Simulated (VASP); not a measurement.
Sn3Te, 4 atoms in the cell. Symmetry: I4/mmm, No. 139, tetragonal system. The conventional cell has a = 4.508 Å, b = 4.508 Å, c = 10.808 Å, α = 90.00°, β = 90.00°, γ = 90.00°. Te (site symmetry 4/mmm) has 12 Sn at 3.19 to 3.52 Å within 4.2 Å. Sn (site symmetry 4/mmm) has 4 Te at 3.19 Å and 8 Sn at 3.52 Å within 4.2 Å. Within 4.2 Å of Sn (site symmetry -4m2) lie 8 Sn at 3.19 to 3.52 Å and 4 Te at 3.52 Å. 

```yaml
Program: VASP 6.6.1
Task: single point
Functional: LDA
Potentials_or_basis: VASP PAW LDA potentials, release 64 (Te, Sn_d)
Cutoff: 520 eV
k_mesh: 8 × 8 × 8
Occupations: fermi-dirac, width 0.05 eV
Spin: no spin polarisation
Dipole_correction: no
Further_INCAR_settings: ALGO = Fast; EDIFF = 1e-07; NBANDS = 32
```

Potentials or basis: VASP PAW LDA potentials, release 64 (Te, Sn_d).

Run with:

```sh
$ cat potpaw_LDA.64/Te/POTCAR potpaw_LDA.64/Sn_d/POTCAR > POTCAR
$ mpirun -np 1 vasp_std > vasp.out
```

Hardware: 1 thread of Intel(R) Xeon(R) Platinum 8375C CPU @ 2.90GHz (Ice Lake), on a shared host.

**Question.** How long does it take, and how much memory?

**Answer.** Run time: 4.7 min on 1 thread of Intel(R) Xeon(R) Platinum 8375C CPU @ 2.90GHz (Ice Lake), with other jobs on the host, peak memory 0.36 GiB. Counts: scf iterations 14, k points 59.
